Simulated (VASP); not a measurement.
# Ru: single point with PBEsol

The system is Ru.

```xyz
2
Lattice="2.7653 0.0000 0.0000 -1.3827 2.3948 0.0000 0.0000 0.0000 4.0220" Properties=species:S:1:pos:R:3 pbc="T T T"
Ru    0.0000    1.5966    1.0055
Ru    1.3827    0.7983    3.0165
```

This cell differs from its parent crystal: ratio of the length along z to the lengths across it x 0.92, volume and fractional coordinates fixed.

```
Program                : VASP 6.6.1
Task                   : single point
Functional             : PBEsol
Potentials or basis    : VASP PAW PBE potentials, release 64 (Ru_pv)
Cutoff                 : 520 eV
k mesh                 : 30 × 30 × 16
Occupations            : gaussian, width 0.15 eV
Spin                   : no spin polarisation
Dipole correction      : no
Further INCAR settings : ALGO = Fast; EDIFF = 1e-06; NBANDS = 21
```

```yaml
Pressure: 3.8 GPa
Band_gap_on_the_k_mesh: zero (band 14 reaches 14.43 eV, above the bottom of band 15 at 11.34 eV)
```

Stress tensor (GPa, compression positive):
```
-8.77  0.00  0.00
 0.00 -8.77  0.00
 0.00  0.00 28.97
```

Levels at points of the mesh, in eV from the Fermi level:
| k point | band 10 | band 11 | band 12 | band 13 | band 14 | band 15 | band 16 | band 17 | band 18 | band 19 |
| --- | --- | --- | --- | --- | --- | --- | --- | --- | --- | --- |
| (0.00, 0.00, 0.00) | -2.83 | -2.11 | -2.11 | -1.90 | -1.90 | -1.71 | 1.20 | 1.20 | 2.29 | 10.24 |
| (0.50, 0.00, 0.00) | -3.74 | -2.18 | -1.64 | -1.10 | 0.92 | 1.58 | 2.35 | 3.88 | 5.88 | 11.35 |
| (0.00, 0.00, 0.50) | -3.25 | -3.25 | -3.25 | -2.34 | -2.34 | 0.68 | 0.68 | 0.68 | 0.68 | 10.25 |
| (0.50, 0.00, 0.50) | -4.39 | -1.45 | -1.45 | 0.35 | 0.35 | 1.35 | 1.35 | 3.29 | 3.29 | 10.22 |

It took 9.3 min on 1 thread of Intel Xeon 8259CL, with other jobs on the host, peak memory 0.44 GiB.

Caveat: the PAW data sets were made with another functional, which shifts forces and pressure a little.
